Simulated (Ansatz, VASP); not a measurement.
# One calculation of MoS2, two programs

```
Mo S
1.0
     3.17301    0.00000    0.00000
    -1.58650    2.74791    0.00000
     0.00000    0.00000   12.43542
Mo S
2 4
Cartesian
  1.5865 0.9160 3.1091
  0.0000 1.8319 9.3264
  0.0000 1.8319 4.6648
  1.5865 0.9160 10.8821
  0.0000 1.8319 1.5533
  1.5865 0.9160 7.7706
```

Alike in both runs: task single point; functional r2SCAN; k mesh 12 × 12 × 2; no spin polarisation.

|  | VASP | Ansatz |
| --- | --- | --- |
| version | VASP 6.6.1 | Ansatz 0.2.0 |
| potentials or method | VASP PAW PBE potentials, release 64 (Mo_sv, S) | plane waves, PAW |
| plane-wave cutoff (eV) | 550 | 500 |
| occupations | gaussian, width 0.01 eV | fixed |
| valence electrons in the cell | 52 | 52 |

|  | VASP | Ansatz | Ansatz less VASP |
| --- | --- | --- | --- |
| gap on the k mesh at the Fermi level (eV) | 1.05 | 1.04 | -0.011 |
| pressure (GPa) | 1.2 | 1.2 | -0.06 |
| traceless stress, the component that is largest in VASP (GPa) | -0.16 | -0.10 | +0.060 |
| rms of the force components (eV/Å) | 0.024 | 0.026 | +0.0019 |

VASP's potentials were made for PBE, not for r2SCAN. Atom by atom the forces differ by 0.002 eV/Å (rms over components).
